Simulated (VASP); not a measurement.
# NaI (I4_1/amd) in VASP: notebook

Runs on NaI. Level: PBEsol. Tasks: single point.

All numbers are computed with VASP 6.6.1; they aren't measurements. Logs are shortened: lines on timing, memory, paths and dates and some standing lists are left out, and cuts for length are marked.

**1. The cell of the first run**

The structure is tetragonal, space group I4_1/amd (No. 141). The conventional cell has a = 4.429 Å, b = 4.429 Å, c = 16.728 Å, α = 90.00°, β = 90.00°, γ = 90.00°. Within 4.1 Å of Na (site symmetry -4m2) lie 4 I at 3.13 Å. I (site symmetry -4m2) has 4 Na at 3.13 Å within 4.1 Å.

**2. Single point, PBEsol**

INCAR reads:

```
SYSTEM = NaI
PREC = Accurate
ENCUT = 520
EDIFF = 1E-6
ISMEAR = 0
SIGMA = 0.05
LREAL = .FALSE.
LASPH = .TRUE.
NELM = 100
ALGO = Normal
ISIF = 2
LWAVE = .FALSE.
LCHARG = .TRUE.
GGA = PS
LELF = .TRUE.
LVHAR = .TRUE.
NBANDS = 22
```

KPOINTS reads:

```
regular mesh
0
G
  8 8 8
  0 0 0
```

POSCAR reads:

```
NaI
1.0
   -2.2145135000      2.2145135000      8.3637720000
    2.2145135000     -2.2145135000      8.3637720000
    2.2145135000      2.2145135000     -8.3637720000
Na I
2 2
Direct
    0.2500000000      0.7500000000      0.5000000000
    0.5000000000      0.5000000000      0.0000000000
    0.7500000000      0.2500000000      0.5000000000
    0.0000000000      0.0000000000      0.0000000000
```

Potentials or basis: VASP PAW PBE potentials, release 64 (Na_pv, I).

Launch:

```console
> cat potpaw_PBE.64/Na_pv/POTCAR potpaw_PBE.64/I/POTCAR > POTCAR
> mpirun -np 1 vasp_std > vasp.out
```

OUTCAR:

```text
SYSTEM = NaI
   PREC = Accurate
   ENCUT = 520
   EDIFF = 1E-6
   ISMEAR = 0
   LREAL = .FALSE.
   LASPH = .TRUE.
   NELM = 100
   ISIF = 2
   GGA = PS

 ion  position               nearest neighbor table
   1  0.250  0.750  0.500-   3 3.13   3 3.13   3 3.13   3 3.13
   2  0.500  0.500  0.000-   4 3.13   4 3.13   4 3.13   4 3.13
   3  0.750  0.250  0.500-   1 3.13   1 3.13   1 3.13   1 3.13
   4  0.000  0.000  0.000-   2 3.13   2 3.13   2 3.13   2 3.13

  LATTYP: Found a body centered tetragonal cell.
 ALAT       =     4.4290270000
 C/A-ratio  =     3.7767988319

  Lattice vectors:

 A1 = (  -2.2145135000,   2.2145135000,   8.3637720000)
 A2 = (   2.2145135000,  -2.2145135000,   8.3637720000)
 A3 = (   2.2145135000,   2.2145135000,  -8.3637720000)

Analysis of symmetry for initial positions (statically):
=====================================================================
 Subroutine PRICEL returns:
 Original cell was already a primitive cell.

 Routine SETGRP: Setting up the symmetry group for a
 body centered tetragonal supercell.

 Subroutine GETGRP returns: Found 16 space group operations
 (whereof  8 operations were pure point group operations)
 out of a pool of 16 trial point group operations.

The static configuration has the point symmetry D_2d.
 The point group associated with its full space group is D_4h.

Analysis of symmetry for dynamics (positions and initial velocities):
=====================================================================
 Subroutine PRICEL returns:
 Original cell was already a primitive cell.

 Routine SETGRP: Setting up the symmetry group for a
 body centered tetragonal supercell.

 Subroutine GETGRP returns: Found 16 space group operations
 (whereof  8 operations were pure point group operations)
 out of a pool of 16 trial point group operations.

The dynamic configuration has the point symmetry D_2d.
 The point group associated with its full space group is D_4h.

 Subroutine INISYM returns: Found 16 space group operations
 (whereof  8 operations are pure point group operations),
 and found     1 'primitive' translations

----------------------------------------------------------------------------------------

                                     Primitive cell

  volume of cell :     164.0661

  direct lattice vectors                    reciprocal lattice vectors
[... 91 lines left out ...]
   EDIFF  = 0.1E-05   stopping-criterion for ELM
   LREAL  =      F    real-space projection
   EDIFFG = 0.1E-04   stopping-criterion for IOM
   NSW    =      0    number of steps for IOM
   IBRION =     -1    ionic relax: 0-MD 1-quasi-New 2-CG
   NFREE  =      0    steps in history (QN), initial steepest desc. (CG)
   ISIF   =      2    stress and relaxation
   ISYM   =      2    0-nonsym 1-usesym 2-fastsym
   POTIM  = 0.5000    time-step for ionic-motion
   TEBEG  =    0.0;   TEEND  =   0.0 temperature during run
   PSTRESS=    0.0 pullay stress
   NELECT =      28.0000    total number of electrons
   NUPDOWN=      -1.0000    fix difference up-down
   EMIN   =  10.00;   EMAX   =-10.00  energy-range for DOS
   EFERMI =   0.00;   METHOD = LEGACY
   ISMEAR =     0;   SIGMA  =   0.05  broadening in eV -4-tet -1-fermi 0-gaus
   EFERMI_NEDOS =   21; number of points for ismear=-14 and -15
   IALGO  =     38    algorithm
   IMIX   =      4    mixing-type and parameters
     AMIX     =   0.40;   BMIX     =  1.00
     AMIX_MAG =   1.60;   BMIX_MAG =  1.00
  volume/ion in A,a.u.               =      41.02       276.79
  Fermi-wavevector in a.u.,A,eV,Ry     =   0.908074  1.716011 11.219342  0.824598
  Thomas-Fermi vector in A             =   2.031957
   LORBIT       =      0    0 simple, 1 ext, 2 COOP (PROOUT), +10 PAW based schemes
   GGA     = PS    functional components
   LHFCALC =     F    Hartree Fock is set to
   AEXX    =    0.0000 exact exchange contribution
   IVDW    =     0    specifies the selected vdW correction
   LEPSILON=     F    determine dielectric tensor
   LRPA    =     F    only Hartree local field effects (RPA)
 non-spin polarized calculation
 Gauss-broadening in eV      SIGMA  =   0.05
  energy-cutoff  :      520.00
  volume of cell :      164.07
 maximum number of plane-waves:      4440
 NGX is ok and might be reduce to    70
   NGX = 33   NGY = 33   NGZ = 33

 number of electron      28.0000003 magnetization

 Free energy of the ion-electron system (eV)
  ---------------------------------------------------
  ext. energy  EPLUGINS =         0.00000000
  ---------------------------------------------------
  free energy    TOTEN  =       -10.78424996 eV

  energy without entropy =      -10.78424996  energy(sigma->0) =      -10.78424996

 E-fermi :   0.0385     XC(G=0):  -6.9623

 val. band max:       -0.2311813832   @ k =  -0.2500   0.2500   0.0000
 cond. band min:       2.7656489819   @ k =   0.0000   0.0000   0.0000
 fundamental gap:      2.9968303651
 Fermi energy:         0.0385210733

 k-point     1 :       0.0000    0.0000    0.0000
  band No.  band energies     occupation
      1     -22.9362      2.00000
      2     -22.9346      2.00000
      3     -22.8843      2.00000
      4     -22.8843      2.00000
      5     -22.8842      2.00000
      6     -22.8842      2.00000
[... 589 lines left out ...]
     21       7.7398      0.00000
     22       7.8011      0.00000

 [... further k-points ...]

------------------------ aborting loop because EDIFF is reached ----------------------------------------

  FORCE on cell =-STRESS in cart. coord.  units (eV):
  Direction    XX          YY          ZZ          XY          YZ          ZX
  --------------------------------------------------------------------------------------
  -------------------------------------------------------------------------------------
  Total       -0.6262987     -0.6262987     -0.3236405      0.0000000     -0.0000000      0.0000000
  in kB       -6.1160816     -6.1160816     -3.1604917      0.0000000     -0.0000000      0.0000000
  external PRESSURE =      -5.1308849 kB  Pullay stress =       0.0000000 kB

 VOLUME and BASIS-vectors are now :
 -----------------------------------------------------------------------------
  energy-cutoff  :      520.00
  volume of cell :      164.07
      direct lattice vectors                 reciprocal lattice vectors
    -2.214513500  2.214513500  8.363772000     0.000000000  0.225783225  0.059781639
     2.214513500 -2.214513500  8.363772000     0.225783225  0.000000000  0.059781639
     2.214513500  2.214513500 -8.363772000     0.225783225  0.225783225  0.000000000

 POSITION                                       TOTAL-FORCE (eV/Angst)
 -----------------------------------------------------------------------------------
      2.21451      0.00000      4.18189        -0.000000     -0.000000      0.000000
      0.00000      0.00000      8.36377         0.000000      0.000000      0.000000
      0.00000      2.21451      4.18189         0.000000     -0.000000     -0.000000
      0.00000      0.00000      0.00000        -0.000000     -0.000000     -0.000000
 -----------------------------------------------------------------------------------
    total drift:                                0.000000     -0.000000      0.000000

  FREE ENERGIE OF THE ION-ELECTRON SYSTEM (eV)
  ---------------------------------------------------
  free  energy   TOTEN  =       -10.7842499601 eV

  energy  without entropy=      -10.7842499601  energy(sigma->0) =      -10.78424996
```

OSZICAR:

```text
N       E                     dE             d eps       ncg     rms          rms(c)
DAV:   1     0.204865497545E+03    0.20487E+03   -0.12265E+04  2612   0.110E+03
DAV:   2     0.640563052286E+01   -0.19846E+03   -0.18925E+03  3048   0.274E+02
DAV:   3    -0.105494975126E+02   -0.16955E+02   -0.16875E+02  3268   0.862E+01
DAV:   4    -0.110452980564E+02   -0.49580E+00   -0.49554E+00  3212   0.161E+01
DAV:   5    -0.110645888807E+02   -0.19291E-01   -0.19290E-01  3738   0.310E+00    0.210E+00
DAV:   6    -0.108201247453E+02    0.24446E+00   -0.32027E-01  3048   0.282E+00    0.136E+00
DAV:   7    -0.107710300416E+02    0.49095E-01   -0.23424E-01  3308   0.208E+00    0.904E-01
DAV:   8    -0.107841207011E+02   -0.13091E-01   -0.24758E-02  2746   0.102E+00    0.345E-01
DAV:   9    -0.107834837770E+02    0.63692E-03   -0.81871E-04  3076   0.226E-01    0.124E-01
DAV:  10    -0.107842019957E+02   -0.71822E-03   -0.10065E-03  2806   0.185E-01    0.272E-02
DAV:  11    -0.107842352706E+02   -0.33275E-04   -0.59914E-05  3200   0.517E-02    0.121E-02
DAV:  12    -0.107842487390E+02   -0.13468E-04   -0.14348E-05  2776   0.206E-02    0.322E-03
DAV:  13    -0.107842499431E+02   -0.12041E-05   -0.25056E-06  2658   0.689E-03    0.682E-04
DAV:  14    -0.107842499601E+02   -0.17021E-07   -0.16475E-07  2302   0.298E-03
   1 F= -.10784250E+02 E0= -.10784250E+02  d E =-.542044E-16
```

It took 6.1 min on 1 thread of Intel Xeon 6975P-C (Granite Rapids), shared host; peak memory 0.75 GiB.

Results:

```yaml
Free_energy: -10.7842 eV
Pressure: -0.5 GPa
Band_gap_on_the_k_mesh: 3.00 eV (least direct gap 3.04 eV)
```

Levels at points of the mesh, in eV from the valence-band top:
```
           k point  band 12  band 13  band 14  band 15  band 16  band 17
(0.00, 0.00, 0.00)    -0.32    -0.32    -0.05     3.00     4.67     5.91
(0.50, 0.00, 0.00)    -0.25    -0.23    -0.15     4.65     5.19     5.87
(0.50, 0.50, 0.00)    -1.55    -0.26    -0.26     4.24     4.25     6.28
(0.50, 0.50, 0.50)    -0.44    -0.23    -0.23     3.95     3.95     6.19
```

Caveat: the PAW data sets were made with another functional, which shifts forces and pressure a little; spin-orbit coupling is left out, which moves the levels of the heavy elements.

**3. Single point, PBEsol**

INCAR reads:

```
PREC = Accurate ; ENCUT = 520
EDIFF = 1E-6 ; ISMEAR = 0
SIGMA = 0.05 ; LREAL = F
LASPH = T ; NELM = 100
ALGO = Normal ; ISIF = 2
LWAVE = F ; LCHARG = F
GGA = PS ; NBANDS = 22
```

KPOINTS reads:

```
Automatic mesh
0
Gamma
  8 8 8
```

POSCAR is that of step 2.

Potentials or basis: VASP PAW PBE potentials, release 64 (Na_pv, I).

Launch:

```console
> cat potpaw_PBE.64/Na_pv/POTCAR potpaw_PBE.64/I/POTCAR > POTCAR
> mpirun -np 1 vasp_std > vasp.out
```

It took 5.6 min on 1 thread of Intel Xeon 6975P-C (Granite Rapids), shared host; peak memory 0.74 GiB.

The run converged. Its results:

```yaml
Free_energy: -10.7842 eV
Pressure: -0.5 GPa
Band_gap_on_the_k_mesh: 3.00 eV (least direct gap 3.04 eV)
```

Stress tensor (GPa, compression positive):
```
-0.61  0.00  0.00
 0.00 -0.61  0.00
 0.00  0.00 -0.32
```

Levels at points of the mesh, in eV from the valence-band top:
```tsv
k point	band 12	band 13	band 14	band 15	band 16	band 17
(0.00, 0.00, 0.00)	-0.32	-0.32	-0.05	3.00	4.67	5.91
(0.50, 0.00, 0.00)	-0.25	-0.23	-0.15	4.65	5.19	5.87
(0.50, 0.50, 0.00)	-1.55	-0.26	-0.26	4.24	4.25	6.28
(0.50, 0.50, 0.50)	-0.44	-0.23	-0.23	3.95	3.95	6.19
```

Caveat: the PAW data sets were made with another functional, which shifts forces and pressure a little; spin-orbit coupling is left out, which moves the levels of the heavy elements. A k mesh can miss the band edges.
